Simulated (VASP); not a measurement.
# Ag (Fd-3m) in VASP: notebook

The runs below take Ag through single point, with PBE.

All numbers are computed with VASP 6.6.1; they aren't measurements. Logs are shortened: lines on timing, memory, paths and dates and some standing lists are left out, and cuts for length are marked.

### 1 The cell of the first run

Symmetry: Fd-3m, No. 227, cubic system. The conventional cell has a = 5.726 Å, b = 5.726 Å, c = 5.726 Å, α = 90.00°, β = 90.00°, γ = 90.00°. Within 3.3 Å of Ag (site symmetry -43m) lie 4 Ag at 2.48 Å.

### 2 Single point, PBE

The input, INCAR:

```
SYSTEM = Ag
PREC = Accurate
ENCUT = 520
EDIFF = 1E-7
ISMEAR = -1
SIGMA = 0.05
LREAL = .False.
LASPH = .True.
NELM = 80
ALGO = Normal
ISIF = 2
LWAVE = .False.
LCHARG = .False.
GGA = PE
NBANDS = 18
```

The input, KPOINTS:

```
regular mesh
0
Gamma
  12 12 12
  0 0 0
```

The input, POSCAR:

```
Ag
1.0
    0.0000000000      2.8629702045      2.8629702045
    2.8629702045      0.0000000000      2.8629702045
    2.8629702045      2.8629702045      0.0000000000
Ag
2
Direct
   -0.1250000000     -0.1250000000     -0.1250000000
    0.1250000000      0.1250000000      0.1250000000
```

Potentials or basis: VASP PAW PBE potentials, release 64 (Ag).

Launch:

```console
$ cat potpaw_PBE.64/Ag/POTCAR > POTCAR
$ mpirun -np 1 vasp_std > vasp.out
```

OUTCAR:

```text
SYSTEM = Ag
   PREC = Accurate
   ENCUT = 520
   EDIFF = 1E-7
   ISMEAR = -1
   LREAL = .False.
   LASPH = .True.
   NELM = 80
   ISIF = 2
   GGA = PE

 ion  position               nearest neighbor table
   1  0.875  0.875  0.875-   2 2.48   2 2.48   2 2.48   2 2.48
   2  0.125  0.125  0.125-   1 2.48   1 2.48   1 2.48   1 2.48

  LATTYP: Found a face centered cubic cell.
 ALAT       =     5.7259404090

  Lattice vectors:

 A1 = (   0.0000000000,   2.8629702045,   2.8629702045)
 A2 = (   2.8629702045,   0.0000000000,   2.8629702045)
 A3 = (   2.8629702045,   2.8629702045,   0.0000000000)

Analysis of symmetry for initial positions (statically):
=====================================================================
 Subroutine PRICEL returns:
 Original cell was already a primitive cell.

 Routine SETGRP: Setting up the symmetry group for a
 face centered cubic supercell.

 Subroutine GETGRP returns: Found 48 space group operations
 (whereof 12 operations were pure point group operations)
 out of a pool of 48 trial point group operations.

The static configuration has the point symmetry D_3d.
 The point group associated with its full space group is O_h .

Analysis of symmetry for dynamics (positions and initial velocities):
=====================================================================
 Subroutine PRICEL returns:
 Original cell was already a primitive cell.

 Routine SETGRP: Setting up the symmetry group for a
 face centered cubic supercell.

 Subroutine GETGRP returns: Found 48 space group operations
 (whereof 12 operations were pure point group operations)
 out of a pool of 48 trial point group operations.

The dynamic configuration has the point symmetry D_3d.
 The point group associated with its full space group is O_h .

 Subroutine INISYM returns: Found 48 space group operations
 (whereof 12 operations are pure point group operations),
 and found     1 'primitive' translations

----------------------------------------------------------------------------------------

                                     Primitive cell

  volume of cell :      46.9332

  direct lattice vectors                    reciprocal lattice vectors
     0.000000000  2.862970204  2.862970204    -0.174643801  0.174643801  0.174643801
     2.862970204  0.000000000  2.862970204     0.174643801 -0.174643801  0.174643801
     2.862970204  2.862970204  0.000000000     0.174643801  0.174643801 -0.174643801

  length of vectors
     4.048851292  4.048851292  4.048851292     0.302491937  0.302491937  0.302491937

  position of ions in fractional coordinates (direct lattice)
     0.875000000  0.875000000  0.875000000
     0.125000000  0.125000000  0.125000000

  ion indices of the primitive-cell ions
   primitive index   ion index
                 1           1
                 2           2

----------------------------------------------------------------------------------------

 KPOINTS: regular mesh

Automatic generation of k-mesh.
 Grid dimensions read from file:
 generate k-points for:   12   12   12

 Generating k-lattice:

  Cartesian coordinates                     Fractional coordinates (reciprocal lattice)
    -0.014553650  0.014553650  0.014553650     0.083333333  0.000000000  0.000000000
     0.014553650 -0.014553650  0.014553650     0.000000000  0.083333333  0.000000000
     0.014553650  0.014553650 -0.014553650     0.000000000  0.000000000  0.083333333

  Length of vectors
     0.025207661  0.025207661  0.025207661

  Shift w.r.t. Gamma in fractional coordinates (k-lattice)
     0.000000000  0.000000000  0.000000000

 Subroutine IBZKPT returns following result:
 ===========================================

 Found     72 irreducible k-points:

 Following reciprocal coordinates:
            Coordinates               Weight
  0.000000  0.000000  0.000000      1.000000
  0.083333  0.000000  0.000000      8.000000
  0.166667  0.000000  0.000000      8.000000
  0.250000  0.000000  0.000000      8.000000
  0.333333  0.000000  0.000000      8.000000
  0.416667  0.000000  0.000000      8.000000
[... 16 lines left out ...]
  0.500000  0.166667  0.000000     24.000000
 -0.416667  0.166667  0.000000     24.000000
 [... further k-points ...]
   k-points           NKPTS =     72   k-points in BZ     NKDIM =     72   number of bands    NBANDS=     18
   number of dos      NEDOS =    301   number of ions     NIONS =      2
   total plane-waves  NPLWV =  27000
   dimension x,y,z NGX =    30 NGY =   30 NGZ =   30
   dimension x,y,z NGXF=    60 NGYF=   60 NGZF=   60
   ions per type =               2
   NGX,Y,Z   is equivalent  to a cutoff of  12.32, 12.32, 12.32 a.u.
   NGXF,Y,Z  is equivalent  to a cutoff of  24.64, 24.64, 24.64 a.u.
 SYSTEM =  Ag
   PREC   = accura    normal or accurate (medium, high low for compatibility)
   ISTART =      0    job   : 0-new  1-cont  2-samecut
   ICHARG =      2    charge: 1-file 2-atom 10-const
   ISPIN  =      1    spin polarized calculation?
   LNONCOLLINEAR =      F non collinear calculations
   LSORBIT =      F    spin-orbit coupling
   LASPH  =      T    aspherical Exc in radial PAW
   ENCUT  =  520.0 eV  38.22 Ry    6.18 a.u.   7.53  7.53  7.53*2*pi/ulx,y,z
   NELM   =     80;   NELMIN=  2; NELMDL= -5     # of ELM steps
   EDIFF  = 0.1E-06   stopping-criterion for ELM
   LREAL  =      F    real-space projection
   EDIFFG = 0.1E-05   stopping-criterion for IOM
   NSW    =      0    number of steps for IOM
   IBRION =     -1    ionic relax: 0-MD 1-quasi-New 2-CG
   NFREE  =      0    steps in history (QN), initial steepest desc. (CG)
   ISIF   =      2    stress and relaxation
   ISYM   =      2    0-nonsym 1-usesym 2-fastsym
   POTIM  = 0.5000    time-step for ionic-motion
   TEBEG  =    0.0;   TEEND  =   0.0 temperature during run
   PSTRESS=    0.0 pullay stress
   NELECT =      22.0000    total number of electrons
   NUPDOWN=      -1.0000    fix difference up-down
   EMIN   =  10.00;   EMAX   =-10.00  energy-range for DOS
   EFERMI =   0.00;   METHOD = LEGACY
   ISMEAR =    -1;   SIGMA  =   0.05  broadening in eV -4-tet -1-fermi 0-gaus
   EFERMI_NEDOS =   21; number of points for ismear=-14 and -15
   IALGO  =     38    algorithm
   IMIX   =      4    mixing-type and parameters
     AMIX     =   0.40;   BMIX     =  1.00
     AMIX_MAG =   1.60;   BMIX_MAG =  1.00
  volume/ion in A,a.u.               =      23.47       158.36
  Fermi-wavevector in a.u.,A,eV,Ry     =   1.271712  2.403188 22.004054  1.617252
  Thomas-Fermi vector in A             =   2.404630
   LORBIT       =      0    0 simple, 1 ext, 2 COOP (PROOUT), +10 PAW based schemes
   GGA     = PE    functional components
   LHFCALC =     F    Hartree Fock is set to
   AEXX    =    0.0000 exact exchange contribution
   IVDW    =     0    specifies the selected vdW correction
   LEPSILON=     F    determine dielectric tensor
   LRPA    =     F    only Hartree local field effects (RPA)
 non-spin polarized calculation
  energy-cutoff  :      520.00
  volume of cell :       46.93
 maximum number of plane-waves:      1283
   NGX = 15   NGY = 15   NGZ = 15

 number of electron      21.9999994 magnetization

 Free energy of the ion-electron system (eV)
  ---------------------------------------------------
  ext. energy  EPLUGINS =         0.00000000
  ---------------------------------------------------
  free energy    TOTEN  =        -3.41170162 eV

  energy without entropy =       -3.40601617  energy(sigma->0) =       -3.40885889

 E-fermi :   4.7992     XC(G=0): -10.0951

 val. band max:        4.7584343435   @ k =  -0.4167   0.2500   0.0000
 cond. band min:       4.8360769123   @ k =  -0.4167   0.2500   0.0833
 fundamental gap:      0.0776425689
 Fermi energy:         4.7991860864

 k-point     1 :       0.0000    0.0000    0.0000
  band No.  band energies     occupation
      1      -1.0374      2.00000
      2      -0.6000      2.00000
      3      -0.6000      2.00000
      4      -0.5360      2.00000
      5      -0.5360      2.00000
      6      -0.5360      2.00000
[... 10 lines left out ...]
     17      15.5275      0.00000
     18      16.0841      0.00000

 k-point     2 :       0.0833    0.0000    0.0000
  band No.  band energies     occupation
      1      -0.9414      2.00000
      2      -0.6872      2.00000
      3      -0.6872      2.00000
      4      -0.5324      2.00000
      5      -0.4257      2.00000
      6      -0.4257      2.00000
[... 10 lines left out ...]
     17      16.2443      0.00000
     18      16.4877      0.00000

 k-point     3 :       0.1667    0.0000    0.0000
  band No.  band energies     occupation
      1      -0.7573      2.00000
      2      -0.7573      2.00000
      3      -0.7086      2.00000
      4      -0.4851      2.00000
      5      -0.3005      2.00000
      6      -0.3005      2.00000
[... 10 lines left out ...]
     17      16.9016      0.00000
     18      16.9016      0.00000

 k-point     4 :       0.2500    0.0000    0.0000
  band No.  band energies     occupation
      1      -0.7771      2.00000
      2      -0.7771      2.00000
      3      -0.6016      2.00000
      4      -0.2294      2.00000
      5      -0.2294      2.00000
      6      -0.2225      2.00000
[... 375 lines left out ...]
      4      -0.1839      2.00000
      5       0.0713      2.00000
      6       0.1344      2.00000
[... 10 lines left out ...]
     17      18.1541      0.00000
     18      18.2995      0.00000

 k-point    23 :       0.5000    0.1667    0.0000
  band No.  band energies     occupation
      1      -0.9413      2.00000
      2      -0.6865      2.00000
      3      -0.5570      2.00000
      4      -0.1128      2.00000
      5      -0.0075      2.00000
      6       0.1137      2.00000
[... 10 lines left out ...]
     17      17.6983      0.00000
     18      18.8354      0.00000

 k-point    24 :      -0.4167    0.1667    0.0000
  band No.  band energies     occupation
      1      -0.9124      2.00000
      2      -0.7700      2.00000
      3      -0.4707      2.00000
      4      -0.1513      2.00000
      5      -0.0155      2.00000
      6       0.1221      2.00000
[... 10 lines left out ...]
     17      17.3335      0.00000
     18      19.3001      0.00000

 [... further k-points ...]
[... 5 lines left out ...]
  --------------------------------------------------------------------------------------
  -------------------------------------------------------------------------------------
  Total        4.3250264      4.3250264      4.3250264     -0.0000000      0.0000000      0.0000000
  in kB      147.6450406    147.6450406    147.6450406     -0.0000000      0.0000000      0.0000000
  external PRESSURE =     147.6450406 kB  Pullay stress =       0.0000000 kB

 VOLUME and BASIS-vectors are now :
 -----------------------------------------------------------------------------
  energy-cutoff  :      520.00
  volume of cell :       46.93
      direct lattice vectors                 reciprocal lattice vectors
     0.000000000  2.862970204  2.862970204    -0.174643801  0.174643801  0.174643801
     2.862970204  0.000000000  2.862970204     0.174643801 -0.174643801  0.174643801
     2.862970204  2.862970204  0.000000000     0.174643801  0.174643801 -0.174643801

 POSITION                                       TOTAL-FORCE (eV/Angst)
 -----------------------------------------------------------------------------------
      5.01020      5.01020      5.01020        -0.000000     -0.000000     -0.000000
      0.71574      0.71574      0.71574         0.000000      0.000000      0.000000
 -----------------------------------------------------------------------------------
    total drift:                               -0.000000      0.000000      0.000000

  FREE ENERGIE OF THE ION-ELECTRON SYSTEM (eV)
  ---------------------------------------------------
  free  energy   TOTEN  =        -3.4117016150 eV

  energy  without entropy=       -3.4060161656  energy(sigma->0) =       -3.40885889
```

It took 29 s on 1 thread of Intel Xeon 6975P-C (Granite Rapids), shared host; peak memory 0.19 GiB.

Results:

| Item | Value |
| --- | --- |
| Free energy | -3.4117 eV |
| Pressure | 14.8 GPa |
| Band gap on the k mesh | zero (band 11 reaches 5.50 eV, above the bottom of band 12 at 4.11 eV) |

### 3 Single point, PBE

The input, INCAR:

```
  ALGO = Normal
  EDIFF = 1E-6
  ENCUT = 520
  GGA = PE
  ISIF = 2
  ISMEAR = -1
  LASPH = True
  LCHARG = False
  LREAL = False
  LWAVE = False
  NBANDS = 18
  NELM = 60
  PREC = Accurate
  SIGMA = 0.05
```

The input, KPOINTS:

```
k-points
0
Gamma
  12 12 12
```

The input, POSCAR:

```
Ag
1.0
    0.0000000000      2.8635915476      2.8635915476
    2.8635915476      0.0000000000      2.8635915476
    2.8635915476      2.8635915476      0.0000000000
Ag
2
Direct
   -0.1250000000     -0.1250000000     -0.1250000000
    0.1250000000      0.1250000000      0.1250000000
```

Potentials or basis: VASP PAW PBE potentials, release 64 (Ag).

Launch:

```console
$ cat potpaw_PBE.64/Ag/POTCAR > POTCAR
$ mpirun -np 1 vasp_std > vasp.out
```

OUTCAR:

```text
EDIFF = 1E-6
   ENCUT = 520
   GGA = PE
   ISIF = 2
   ISMEAR = -1
   LASPH = True
   LREAL = False
   NELM = 60
   PREC = Accurate

 ion  position               nearest neighbor table
   1  0.875  0.875  0.875-   2 2.48   2 2.48   2 2.48   2 2.48
   2  0.125  0.125  0.125-   1 2.48   1 2.48   1 2.48   1 2.48

  LATTYP: Found a face centered cubic cell.
 ALAT       =     5.7271830952

  Lattice vectors:

 A1 = (   0.0000000000,   2.8635915476,   2.8635915476)
 A2 = (   2.8635915476,   0.0000000000,   2.8635915476)
 A3 = (   2.8635915476,   2.8635915476,   0.0000000000)

Analysis of symmetry for initial positions (statically):
=====================================================================
 Subroutine PRICEL returns:
 Original cell was already a primitive cell.

 Routine SETGRP: Setting up the symmetry group for a
 face centered cubic supercell.

 Subroutine GETGRP returns: Found 48 space group operations
 (whereof 12 operations were pure point group operations)
 out of a pool of 48 trial point group operations.

[... 154 lines left out ...]

 Free energy of the ion-electron system (eV)
  ---------------------------------------------------
  ext. energy  EPLUGINS =         0.00000000
  ---------------------------------------------------
  free energy    TOTEN  =        -3.41452595 eV

  energy without entropy =       -3.40883495  energy(sigma->0) =       -3.41168045

 E-fermi :   4.7927     XC(G=0): -10.0916

 val. band max:        4.7527195789   @ k =  -0.4167   0.2500   0.0000
 cond. band min:       4.8298649108   @ k =  -0.4167   0.2500   0.0833
 fundamental gap:      0.0771453320
 Fermi energy:         4.7927026843

 k-point     1 :       0.0000    0.0000    0.0000
  band No.  band energies     occupation
      1      -1.0405      2.00000
      2      -0.6036      2.00000
      3      -0.6036      2.00000
      4      -0.5399      2.00000
      5      -0.5399      2.00000
      6      -0.5399      2.00000
[... 481 lines left out ...]
      5      -0.0196      2.00000
      6       0.1177      2.00000
[... 10 lines left out ...]
     17      17.3222      0.00000
     18      19.2876      0.00000

 [... further k-points ...]
[... 5 lines left out ...]
  --------------------------------------------------------------------------------------
  -------------------------------------------------------------------------------------
  Total        4.3085731      4.3085731      4.3085731     -0.0000000     -0.0000000      0.0000000
  in kB      146.9876455    146.9876455    146.9876455     -0.0000000     -0.0000000      0.0000000
  external PRESSURE =     146.9876455 kB  Pullay stress =       0.0000000 kB

 VOLUME and BASIS-vectors are now :
 -----------------------------------------------------------------------------
  energy-cutoff  :      520.00
  volume of cell :       46.96
      direct lattice vectors                 reciprocal lattice vectors
     0.000000000  2.863591548  2.863591548    -0.174605907  0.174605907  0.174605907
     2.863591548  0.000000000  2.863591548     0.174605907 -0.174605907  0.174605907
     2.863591548  2.863591548  0.000000000     0.174605907  0.174605907 -0.174605907

 POSITION                                       TOTAL-FORCE (eV/Angst)
 -----------------------------------------------------------------------------------
      5.01129      5.01129      5.01129         0.000000     -0.000000      0.000000
      0.71590      0.71590      0.71590        -0.000000      0.000000     -0.000000
 -----------------------------------------------------------------------------------
    total drift:                               -0.000000      0.000000      0.000000

  FREE ENERGIE OF THE ION-ELECTRON SYSTEM (eV)
  ---------------------------------------------------
  free  energy   TOTEN  =        -3.4145259547 eV

  energy  without entropy=       -3.4088349496  energy(sigma->0) =       -3.41168045
```

stdout:

```text
POSCAR found type information on POSCAR Ag
 POSCAR found :  1 types and       2 ions
 scaLAPACK will be used
 LDA part: xc-table for (Slater+PW92), standard interpolation
 POSCAR, INCAR and KPOINTS ok, starting setup
 FFT: planning ... GRIDC
 FFT: planning ... GRID_SOFT
 FFT: planning ... GRID
 WAVECAR not read
 entering main loop
```

It took 24 s on 1 thread of Intel Xeon 6975P-C (Granite Rapids), shared host; peak memory 0.19 GiB.

Results:

```
Free energy            : -3.4145 eV
Pressure               : 14.7 GPa
Band gap on the k mesh : zero (band 11 reaches 5.49 eV, above the bottom of band 12 at 4.10 eV)
```
